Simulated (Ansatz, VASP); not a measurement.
## MgSe: VASP beside Ansatz

Contents of INCAR:

```
SYSTEM = MgSe
ALGO = Normal ; EDIFF = 1E-6
ENCUT = 600 ; GGA = PE
GGA_COMPAT = .FALSE. ; ISIF = 2
ISMEAR = 0 ; LASPH = .TRUE.
LCHARG = .FALSE. ; LORBIT = 11
LORBMOM = .TRUE. ; LREAL = .FALSE.
LSORBIT = .TRUE. ; LWAVE = .FALSE.
MAGMOM = 0 0 0 0 0 0 ; NBANDS = 20
NELM = 200 ; PREC = Accurate
SIGMA = 0.01
```

Contents of KPOINTS:

```
k-points
0
G
  8 8 8
  0 0 0
```

File POSCAR:

```
MgSe
1.0
    0.0000000000      2.7362693762      2.7362693762
    2.7362693762      0.0000000000      2.7362693762
    2.7362693762      2.7362693762      0.0000000000
Mg Se
1 1
Direct
    0.0000000000      0.0000000000      0.0000000000
    0.5000000000      0.5000000000      0.5000000000
```

Input for Ansatz:

```yaml
crystal:
  lattice:
    - [0.0, 2.7362693762, 2.7362693762]
    - [2.7362693762, 0.0, 2.7362693762]
    - [2.7362693762, 2.7362693762, 0.0]
  atoms:
    - { symbol: Mg, position: [0.0, 0.0, 0.0] }
    - { symbol: Se, position: [0.5, 0.5, 0.5] }
kpoints:
  mp_grid: { grid: [8, 8, 8] }
hamiltonian:
  xc: pbe
scf:
  occupations: { method: fixed }
magnetization:
  noncollinear: true
  spin_orbit: true
output:
  optics: { e_range: [0, 14], de: 0.05, sigma: 0.1, bands: auto }
```

Alike in both runs: task single point; functional PBE; k mesh 8 × 8 × 8; non-collinear spin, spin-orbit coupling.

|  | VASP | Ansatz |
| --- | --- | --- |
| version | VASP 6.6.1 | Ansatz 0.2.0 |
| potentials or method | VASP PAW PBE potentials, release 64 (Mg, Se) | plane waves, PAW |
| plane-wave cutoff (eV) | 600 | 420 |
| occupations | gaussian, width 0.01 eV | fixed |
| valence electrons in the cell | 8 | 26 |

```csv
,VASP,Ansatz,Ansatz less VASP
net moment per atom (μB),0.00,0.00,0.000
```

VASP's potentials hold 8 valence electrons a cell and Ansatz's 26, so a difference there can come from the potentials and not from the codes. Ansatz's warnings: optics gap not shown off mesh.
